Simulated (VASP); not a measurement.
Input of a VASP 6.6.1 run:

File INCAR:

```
PREC     = Accurate       # precision mode
ENCUT    = 520            # plane-wave cutoff, eV
EDIFF    = 1E-7           # SCF threshold, eV
ISMEAR   = 0              # smearing method
SIGMA    = 0.05           # smearing width, eV
LREAL    = F              # projectors in reciprocal space
LASPH    = T              # aspherical terms in the spheres
NELM     = 60             # most SCF steps
ALGO     = Normal         # electronic algorithm
ISIF     = 2              # what is computed and relaxed
LWAVE    = F              # write WAVECAR
LCHARG   = F              # write CHGCAR
GGA      = PS             # functional
NBANDS   = 11             # bands
```

File KPOINTS:

```
regular mesh
0
Gamma
  10 10 10
```

Contents of POSCAR:

```
MgO
1.0
    0.0000000000      2.0723991115      2.0723991115
    2.0723991115      0.0000000000      2.0723991115
    2.0723991115      2.0723991115      0.0000000000
Mg O
1 1
Direct
    0.0000000000      0.0000000000      0.0000000000
    0.5000000000      0.5000000000      0.5000000000
```

Potentials or basis: VASP PAW PBE potentials, release 64 (Mg, O).

The run is started by

```bash
$ cat potpaw_PBE.64/Mg/POTCAR potpaw_PBE.64/O/POTCAR > POTCAR
$ mpirun -np 1 vasp_std > vasp.out
```

Predict the band gap on the k mesh.

5.12 eV, direct.

Predict the pressure.

8.3 GPa.

Caveat: the PAW data sets were made with another functional, which shifts forces and pressure a little. PBEsol gaps usually lie below the measured ones, often by a third to a half.
